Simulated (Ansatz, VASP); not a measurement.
**Two plane-wave programs on Li2Se**

```
CELL_PARAMETERS angstrom
0.00000 3.00294 3.00294
3.00294 0.00000 3.00294
3.00294 3.00294 0.00000
ATOMIC_POSITIONS crystal
Se 0.00000 0.00000 0.00000
Li 0.25000 0.25000 0.25000
Li 0.75000 0.75000 0.75000
```

Alike in both runs: task electric field gradients; functional PBE; k mesh 13 × 13 × 13; occupations fermi-dirac, width 0.05 eV; no spin polarisation.

```csv
,VASP,Ansatz
version,VASP 6.6.1,Ansatz 0.2.0
potentials or method,"VASP PAW PBE potentials, release 64 (Se, Li_sv)","PAW with Ansatz's default frozen-core files, scalar-relativistic"
plane-wave cutoff (eV),650,420
valence electrons in the cell,12,22
```

Ansatz gave:

* gap on the k mesh at the Fermi level (eV): 3.02
* pressure (GPa): 0.0

Problem. Which values does VASP return?

Solution. gap on the k mesh at the Fermi level (eV): 3.01; pressure (GPa): -0.1.

With one functional, cell and mesh, what is left measures potentials, basis and numerics. VASP's potentials hold 12 valence electrons a cell and Ansatz's 22, so a difference there can come from the potentials and not from the codes.
